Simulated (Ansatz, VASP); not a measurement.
## Na: VASP beside Ansatz

File INCAR:

```
PREC     = Accurate       # precision mode
ENCUT    = 520            # plane-wave cutoff, eV
EDIFF    = 1E-6           # SCF threshold, eV
ISMEAR   = -1             # smearing method
SIGMA    = 0.1            # smearing width, eV
LREAL    = F              # projectors in reciprocal space
LASPH    = T              # aspherical terms in the spheres
NELM     = 60             # most SCF steps
ALGO     = Normal         # electronic algorithm
ISIF     = 2              # what is computed and relaxed
LWAVE    = F              # write WAVECAR
LCHARG   = T              # write CHGCAR
GGA      = B5             # functional
ALDAX    = 1.0          
AGGAX    = 1.0          
AGGAC    = 1.0          
ALDAC    = 0.0          
LELF     = T              # ELF
LVHAR    = T            
NBANDS   = 22             # bands
```

File KPOINTS:

```
Automatic mesh
0
Gamma
  13 13 4
```

The input POSCAR:

```
Na
1.0
    3.9071325823      0.0000000000      0.0000000000
   -1.9535662911      3.3836760722      0.0000000000
    0.0000000000      0.0000000000     12.6690202866
Na
4
Direct
    0.0000000000      1.0000000000      0.0000000000
    0.0000000000      1.0000000000      0.5000000000
    0.3333333333      0.6666666667      0.2500000000
    0.6666666667      0.3333333333      0.7500000000
```

Input for Ansatz:

```yaml
crystal:
  lattice:
    - [3.9071325823, 0.0, 0.0]
    - [-1.9535662911, 3.3836760722, 0.0]
    - [0.0, 0.0, 12.6690202866]
  atoms:
    - { symbol: Na, position: [0.0, 1.0, 0.0] }
    - { symbol: Na, position: [0.0, 1.0, 0.5] }
    - { symbol: Na, position: [0.3333333333, 0.6666666667, 0.25] }
    - { symbol: Na, position: [0.6666666667, 0.3333333333, 0.75] }
hamiltonian:
  xc: blyp
  pseudopotentials:
    kind: paw
    azcp:
      Na: "pseudopotentials/Na.paw.azcp"
basis:
  ecutwfc: 420
  fft_grid_basis: typed
kpoints:
  mp_grid: { grid: [13, 13, 4], shift: [0, 0, 0] }
magnetization:
  spin_polarized: false
scf:
  occupations: { method: fermi_dirac, width: 0.1 }
output:
  stress: true
  write_density: true
  write_potential: true
  elf: true
  volumetric_format: npy
```

Alike in both runs: task single point; functional BLYP; k mesh 13 × 13 × 4; occupations fermi-dirac, width 0.1 eV; no spin polarisation.

```csv
,VASP,Ansatz
version,VASP 6.6.1,Ansatz 0.2.0
potentials or method,"VASP PAW PBE potentials, release 64 (Na_pv), cutoff 520 eV","plane waves (420 eV) with PAW, scalar-relativistic"
valence electrons in the cell,28,36
```

|  | VASP | Ansatz | Ansatz less VASP |
| --- | --- | --- | --- |
| pressure (GPa) | -0.7 | -0.6 | +0.02 |

VASP's potentials were made for PBE, not for BLYP. With one functional, cell and mesh, what is left measures potentials, basis and numerics. VASP's potentials hold 28 valence electrons a cell and Ansatz's 36, so a difference there can come from the potentials and not from the codes.
